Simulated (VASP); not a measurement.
Wanted: the native input for a VASP 6.6.1 run.

```
Task                   : single point
Functional             : LDA
Potentials or basis    : VASP PAW LDA potentials, release 64 (Zn, O)
Cutoff                 : 520 eV
k mesh                 : 8 × 8 × 4
Occupations            : gaussian, width 0.01 eV
Spin                   : no spin polarisation
Dipole correction      : no
Further INCAR settings : ALGO = Normal; EDIFF = 1e-06; NBANDS = 26
```

The structure of ZnO lies in POSCAR:

```
ZnO
1.0
    3.1286941909      0.0000000000      0.0000000000
   -1.5643470955      2.7095286500      0.0000000000
    0.0000000000      0.0000000000      5.0606512966
Zn O
2 2
Direct
    0.3333333333      0.6666666667      0.5004241137
    0.6666666667      0.3333333333      0.0004241137
    0.6666666667      0.3333333333      0.3785858863
    0.3333333333      0.6666666667      0.8785858863
```

These files were run (other wordings do the same):

INCAR

```
SYSTEM = ZnO
PREC     = Accurate       ! precision mode
ENCUT    = 520            ! plane-wave cutoff, eV
EDIFF    = 1E-6           ! SCF threshold, eV
ISMEAR   = 0              ! smearing method
SIGMA    = 0.01           ! smearing width, eV
LREAL    = .False.        ! projectors in reciprocal space
LASPH    = .True.         ! aspherical terms in the spheres
NELM     = 80             ! most SCF steps
ALGO     = Normal         ! electronic algorithm
ISIF     = 2              ! what is computed and relaxed
LWAVE    = .False.        ! write WAVECAR
LCHARG   = .False.        ! write CHGCAR
GGA      = CA             ! functional
NBANDS   = 26             ! bands
```

KPOINTS

```
regular mesh
0
Gamma
  8 8 4
  0 0 0
```

Potentials or basis: VASP PAW LDA potentials, release 64 (Zn, O).

The run is started by

```sh
$ cat potpaw_LDA.64/Zn/POTCAR potpaw_LDA.64/O/POTCAR > POTCAR
$ mpirun -np 1 vasp_std > vasp.out
```

Results of the run:

```yaml
Pressure: 11.5 GPa
Band_gap_on_the_k_mesh: 0.90 eV, direct
```

It took 41 s on 1 thread of Intel Xeon 8259CL, on a shared host, peak memory 0.16 GiB.
